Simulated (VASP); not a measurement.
The system is Sn5H.

```xyz
6
Lattice="6.2551 0.0000 0.0000 -3.1276 5.4171 0.0000 0.0000 0.0000 4.7607" Properties=species:S:1:pos:R:3 pbc="T T T"
Sn    0.0000    3.6114    0.0000
Sn    3.1276    1.8057    0.0000
Sn    3.1276    0.0000    2.3804
Sn    1.5638    2.7085    2.3804
Sn   -1.5638    2.7085    2.3804
H     0.0000    0.0000    0.0000
```

The cell was generated, and may not be a known phase.

| Property | Result |
| --- | --- |
| Program | VASP 6.6.1 |
| Task | relaxation of cell and atoms |
| Functional | PBE |
| Potentials or basis | VASP PAW PBE potentials, release 64 (Sn_d, H) |
| Cutoff | 600 eV |
| k mesh | 3 × 3 × 4 |
| Occupations | gaussian, width 0.1 eV |
| Spin | no spin polarisation |

At the start: pressure 5.9 GPa; volume 26.89 Å³/atom.

Task: Where does the relaxation end?

Result: Over 7 steps the energy falls by 75.2 meV/atom and the volume is 29.99 Å³/atom (+11.5 %); space group P6/mmm (No. 191, to 0.1 Å) before and after.

The path:
```
step  energy change (eV)  largest force (eV/Å)  pressure (GPa)  volume (Å³)
   1              0.0000                0.0000            5.89       161.32
   2             -0.3939                0.0000           -0.37       185.47
   3             -0.3942                0.0000           -0.23       184.65
   4             -0.4274                0.0000           -0.40       184.48
   5             -0.4421                0.0000           -0.59       184.29
   6             -0.4436                0.0000           -0.67       184.19
   7             -0.4510                0.0000            0.09       179.93
```

Final structure:
```
CELL_PARAMETERS angstrom
6.32581 0.00000 0.00000
-3.16290 5.47831 0.00000
0.00000 0.00000 5.19199
ATOMIC_POSITIONS crystal
Sn 0.33333 0.66667 0.00000
Sn 0.66667 0.33333 0.00000
Sn 0.50000 0.00000 0.50000
Sn 0.50000 0.50000 0.50000
Sn 0.00000 0.50000 0.50000
H 0.00000 0.00000 0.00000
```

Caveat: the k points lie up to 0.38 Å⁻¹ apart in the final cell, too coarse for converged energies and pressures of a metal.
